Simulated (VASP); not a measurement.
Here is a VASP 6.6.1 calculation.

The input INCAR:

```
PREC = Accurate ; ENCUT = 500
EDIFF = 1E-6 ; ISMEAR = -1
SIGMA = 0.05 ; LREAL = F
LASPH = T ; NELM = 120
ALGO = Normal ; ISIF = 2
LWAVE = F ; LCHARG = T
LELF = T ; LVHAR = T
NBANDS = 12 ; GGA_COMPAT = F
```

Contents of KPOINTS:

```
Automatic mesh
0
Gamma
  11 11 11
```

POSCAR

```
Nb
1.0
   -1.6414614324      1.6414614324      1.6414614324
    1.6414614324     -1.6414614324      1.6414614324
    1.6414614324      1.6414614324     -1.6414614324
Nb
1
Direct
    0.0000000000      0.0000000000      0.0000000000
```

Potentials or basis: VASP PAW LDA potentials, release 64 (Nb_sv).

The run is started by

```bash
$ cat potpaw_LDA.64/Nb_sv/POTCAR > POTCAR
$ mpirun -np 1 vasp_std > vasp.out
```

(1) What does it give for the pressure?

Results:

(1) -5.3 GPa.
